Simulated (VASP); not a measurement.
Si3N4, 14 atoms in the cell. The typed cell holds 14 atoms: a = 7.678 Å, b = 7.678 Å, c = 2.938 Å, α = 90.00°, β = 90.00°, γ = 120.00°. 

```yaml
Program: VASP 6.6.1
Task: single point
Functional: PBE
Potentials_or_basis: VASP PAW PBE potentials, release 64 (N, Si)
Cutoff: 520 eV
k_mesh: 4 × 4 × 9
Occupations: fermi-dirac, width 0.1 eV
Spin: no spin polarisation
Dipole_correction: no
Further_INCAR_settings: ALGO = Normal; EDIFF = 1e-06; NBANDS = 45
```

Potentials or basis: VASP PAW PBE potentials, release 64 (N, Si).

Run with:

```sh
$ cat potpaw_PBE.64/N/POTCAR potpaw_PBE.64/Si/POTCAR > POTCAR
$ mpirun -np 1 vasp_std > vasp.out
```

Hardware: 1 thread of AMD EPYC 7R43 64-Core Processor (Zen 3) (shared host).

Problem. Estimate the wall time of this run.

Solution. Run time: 7.4 min on 1 thread of AMD EPYC 7R43 64-Core Processor (Zen 3) (shared host), peak memory 0.37 GiB. Counts: scf iterations 15, k points 50.
